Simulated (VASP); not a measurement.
Here is a VASP 6.6.1 calculation.

INCAR

```
SYSTEM = TlMoS2
ALGO = Normal
EDIFF = 1E-6
ENCUT = 520
GGA = PE
ISIF = 2
ISMEAR = 0
LASPH = .True.
LCHARG = .False.
LREAL = .False.
LWAVE = .False.
NBANDS = 28
NELM = 100
PREC = Accurate
SIGMA = 0.1
```

Contents of KPOINTS:

```
k-points
0
Gamma
  10 10 10
  0 0 0
```

POSCAR

```
TlMoS2
1.0
    4.6945863290      0.0000000000      0.0000000000
    0.0000000000      4.6945863290      0.0000000000
    0.0000000000      0.0000000000      4.2983420497
Tl Mo S
1 1 2
Direct
    0.5000000000      0.5000000000      0.5000000000
    0.0000000000      0.0000000000      0.0000000000
    0.5000000000      0.0000000000      0.0000000000
    0.0000000000      0.5000000000      0.0000000000
```

Potentials or basis: VASP PAW PBE potentials, release 64 (Tl_d, Mo_sv, S).

Run with:

```bash
$ cat potpaw_PBE.64/Tl_d/POTCAR potpaw_PBE.64/Mo_sv/POTCAR potpaw_PBE.64/S/POTCAR > POTCAR
$ mpirun -np 1 vasp_std > vasp.out
```

Estimate the pressure.

0.0 GPa.
